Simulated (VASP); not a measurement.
RbBr:

```
CELL_PARAMETERS angstrom
4.12608 0.00000 0.00000
0.00000 4.12608 0.00000
0.00000 0.00000 4.12608
ATOMIC_POSITIONS crystal
Rb 0.00000 0.00000 0.00000
Br 0.50000 0.50000 0.50000
```

Base run:

| Quantity | Value |
| --- | --- |
| Program | VASP 6.6.1 |
| Functional | BLYP |
| Potentials or basis | VASP PAW PBE potentials, release 64 (Rb_sv, Br) |
| Cutoff | 520 eV |
| k mesh | 4 × 4 × 4 |
| Occupations | methfessel-paxton, width 0.0023 eV |
| Spin | no spin polarisation |

Its results: band gap on the k mesh 4.14 eV, indirect (least direct gap 4.29 eV); pressure 2.0 GPa.

Problem. The run is repeated on the same cell with these changes: functional from BLYP to PBE; occupations from methfessel-paxton, width 0.0023 eV to methfessel-paxton, width 0.272114 eV. What comes out?

Solution. Band gap on the k mesh 4.08 eV, indirect (least direct gap 4.23 eV); pressure 0.8 GPa.

Caveats: the PAW data sets were made with another functional, which shifts forces and pressure a little (some runs).

A k mesh can miss the band edges.
